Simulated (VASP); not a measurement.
# SiNi (CsCl type) (Pm-3m) in VASP: notebook, part 2 of 2

VASP 6.6.1. The steps go on from the part before.

### Step 3. Relaxation of cell and atoms, PBE, target pressure 190 GPa, at which the enthalpy is minimised

This run uses another cell than the first one, of 8.03 Å³/atom.

Input file INCAR:

```
  PREC = Accurate
  ENCUT = 600
  EDIFF = 1E-6
  ISMEAR = -1
  SIGMA = 0.1
  LREAL = False
  LASPH = True
  NELM = 100
  ALGO = Normal
  ISIF = 3
  LWAVE = False
  LCHARG = False
  GGA = PE
  IBRION = 2
  NSW = 60
  EDIFFG = -0.005
  PSTRESS = 1900.0
```

Input file KPOINTS:

```
regular mesh
0
Gamma
  16 16 16
```

Input file POSCAR:

```
SiNi
1.0
    2.5228865615      0.0000000000      0.0000000000
    0.0000000000      2.5228865615      0.0000000000
    0.0000000000      0.0000000000      2.5228865615
Ni Si
1 1
Direct
    0.0000000000      0.0000000000      0.0000000000
    0.5000000000      0.5000000000      0.5000000000
```

Potentials or basis: VASP PAW PBE potentials, release 64 (Ni, Si).

Run with:

```console
cat potpaw_PBE.64/Ni/POTCAR potpaw_PBE.64/Si/POTCAR > POTCAR
mpirun -np 1 vasp_std > vasp.out
```

OUTCAR:

```text
PREC = Accurate
   ENCUT = 600
   EDIFF = 1E-6
   ISMEAR = -1
   LREAL = False
   LASPH = True
   NELM = 100
   ISIF = 3
   GGA = PE
   IBRION = 2
   NSW = 60
   EDIFFG = -0.005
   PSTRESS = 1900.0

 ion  position               nearest neighbor table
   1  0.000  0.000  0.000-   2 2.18   2 2.18   2 2.18   2 2.18   2 2.18   2 2.18   2 2.18   2 2.18

   2  0.500  0.500  0.500-   1 2.18   1 2.18   1 2.18   1 2.18   1 2.18   1 2.18   1 2.18   1 2.18

  LATTYP: Found a simple cubic cell.
 ALAT       =     2.5228865615

  Lattice vectors:

 A1 = (   2.5228865615,   0.0000000000,   0.0000000000)
 A2 = (   0.0000000000,   2.5228865615,   0.0000000000)
 A3 = (   0.0000000000,   0.0000000000,   2.5228865615)

Analysis of symmetry for initial positions (statically):
=====================================================================
 Subroutine PRICEL returns:
 Original cell was already a primitive cell.

 Routine SETGRP: Setting up the symmetry group for a
 simple cubic supercell.

 Subroutine GETGRP returns: Found 48 space group operations
 (whereof 48 operations were pure point group operations)
 out of a pool of 48 trial point group operations.

The static configuration has the point symmetry O_h .

Analysis of symmetry for dynamics (positions and initial velocities):
=====================================================================
 Subroutine PRICEL returns:
 Original cell was already a primitive cell.

 Routine SETGRP: Setting up the symmetry group for a
 simple cubic supercell.

 Subroutine GETGRP returns: Found 48 space group operations
 (whereof 48 operations were pure point group operations)
 out of a pool of 48 trial point group operations.

The dynamic configuration has the point symmetry O_h .

 Subroutine INISYM returns: Found 48 space group operations
 (whereof 48 operations are pure point group operations),
 and found     1 'primitive' translations

[... 132 lines left out ...]
--------------------------------------- Ionic step        1  -------------------------------------------

 number of electron      13.9999994 magnetization

 Free energy of the ion-electron system (eV)
  ---------------------------------------------------
  ext. energy  EPLUGINS =         0.00000000
  ---------------------------------------------------
  free energy    TOTEN  =        -9.33412901 eV

  energy without entropy =       -9.32564055  energy(sigma->0) =       -9.32988478

------------------------ aborting loop because EDIFF is reached ----------------------------------------

  FORCE on cell =-STRESS in cart. coord.  units (eV):
  Direction    XX          YY          ZZ          XY          YZ          ZX
  --------------------------------------------------------------------------------------
  -------------------------------------------------------------------------------------
  Total       13.9868455     13.9868455     13.9868455      0.0000000     -0.0000000     -0.0000000
  in kB     1395.5236116   1395.5236116   1395.5236116      0.0000000     -0.0000000     -0.0000000
  external PRESSURE =    -504.4763884 kB  Pullay stress =    1900.0000000 kB
[... 253 lines left out ...]
--------------------------------------- Ionic step        8  -------------------------------------------

 number of electron      13.9999990 magnetization

 Free energy of the ion-electron system (eV)
  ---------------------------------------------------
  ext. energy  EPLUGINS =         0.00000000
  ---------------------------------------------------
  free energy    TOTEN  =        -8.33349862 eV

  energy without entropy =       -8.32593600  energy(sigma->0) =       -8.32971731

 E-fermi :  20.6408     XC(G=0): -14.8112

 val. band max:       20.5956145645   @ k =   0.5000   0.5000   0.2500
 cond. band min:      20.6764504656   @ k =   0.5000   0.4375   0.4375
 fundamental gap:      0.0808359010
 Fermi energy:        20.6408418123

 k-point     1 :       0.0000    0.0000    0.0000
  band No.  band energies     occupation
      1       1.1679      2.00000
      2      12.2736      2.00000
      3      12.2736      2.00000
      4      15.8954      2.00000
      5      15.8954      2.00000
      6      15.8954      2.00000
      7      23.2652      0.00000
      8      23.2652      0.00000
      9      23.2652      0.00000
     10      27.1421      0.00000
     11      27.1421      0.00000
[... 309 lines left out ...]
 k-point    24 :       0.5000    0.1250    0.0000
  band No.  band energies     occupation
      1       6.7510      2.00000
      2       7.5517      2.00000
      3      13.5300      2.00000
      4      13.9774      2.00000
      5      14.3273      2.00000
      6      15.8770      2.00000
      7      17.6046      2.00000
      8      24.6816      0.00000
      9      27.4919      0.00000
     10      30.3936      0.00000
     11      30.6115      0.00000

 [... further k-points ...]

------------------------ aborting loop because EDIFF is reached ----------------------------------------

  FORCE on cell =-STRESS in cart. coord.  units (eV):
  Direction    XX          YY          ZZ          XY          YZ          ZX
  --------------------------------------------------------------------------------------
  -------------------------------------------------------------------------------------
  Total       17.8785908     17.8785908     17.8785908     -0.0000000      0.0000000      0.0000000
  in kB     1899.7093259   1899.7093259   1899.7093259     -0.0000000      0.0000000      0.0000000
  external PRESSURE =      -0.2906741 kB  Pullay stress =    1900.0000000 kB
[... 21 lines left out ...]
  energy  without entropy=       -8.3259359956  energy(sigma->0) =       -8.32971731

  enthalpy is  TOTEN    =         9.5478277578 eV   P V=       17.8813263825

 reached required accuracy - stopping structural energy minimisation
```

OSZICAR:

```text
N       E                     dE             d eps       ncg     rms          rms(c)
DAV:   1     0.589627899590E+02    0.58963E+02   -0.74396E+03  3726   0.180E+03
DAV:   2    -0.869943076158E+01   -0.67662E+02   -0.62931E+02  3701   0.258E+02
DAV:   3    -0.109518144505E+02   -0.22524E+01   -0.21962E+01  4170   0.543E+01
[... 68 lines left out ...]
DAV:   1    -0.833615151323E+01    0.68806E-01   -0.35181E-02  4030   0.432E+00    0.516E-01
DAV:   2    -0.833516319019E+01    0.98832E-03   -0.33159E-02  4220   0.436E+00    0.259E-01
DAV:   3    -0.833360740867E+01    0.15558E-02   -0.84554E-03  4159   0.220E+00    0.111E-01
DAV:   4    -0.833349924628E+01    0.10816E-03   -0.18127E-04  4152   0.216E-01    0.144E-02
DAV:   5    -0.833349862464E+01    0.62164E-06   -0.70237E-06  4433   0.389E-02
   8 F= 0.95478278E+01 E0= 0.95516091E+01  d E =-.371051E-04
```

It took 2.5 min on 1 thread of Intel Xeon 8259CL, shared host; peak memory 0.17 GiB.

Results:

```
Free energy                                                : -8.3335 eV
Relaxed volume                                             : 7.54 Å³/atom
Relaxed cell                                               : a = 2.471 Å, b = 2.471 Å, c = 2.471 Å, α = 90.00°, β = 90.00°, γ = 90.00°
Space group after relaxing (to 0.1 Å)                      : Pm-3m (No. 221)
Energy change on relaxing (the run minimises the enthalpy) : +500.3 meV/atom
Ionic steps                                                : 8
Pressure after relaxing                                    : 190.0 GPa
Band gap on the k mesh                                     : zero (bands 7 and 8 overlap by 3.87 eV)
```

Step by step:
```
step  energy change (eV)  largest force (eV/Å)  pressure (GPa)  volume (Å³)
   1              0.0000                0.0000          139.55        16.06
   2             11.3875                0.0000          718.83        10.87
   3              0.8247                0.0000          181.32        15.23
   4              0.9501                0.0000          187.75        15.12
   5              0.9942                0.0000          189.71        15.08
   6              1.0169                0.0000          190.87        15.06
   7              0.9292                0.0000          186.59        15.14
   8              1.0006                0.0000          189.97        15.08
```

Final structure:
```
CELL_PARAMETERS angstrom
2.47050 0.00000 0.00000
0.00000 2.47050 0.00000
0.00000 0.00000 2.47050
ATOMIC_POSITIONS crystal
Ni 0.00000 0.00000 0.00000
Si 0.50000 0.50000 0.50000
```

Caveat: the cell is relaxed towards a set pressure, so the run minimises the enthalpy, not the energy. Spin polarisation is off, so any magnetic state and its effect on volume and gap are missing.
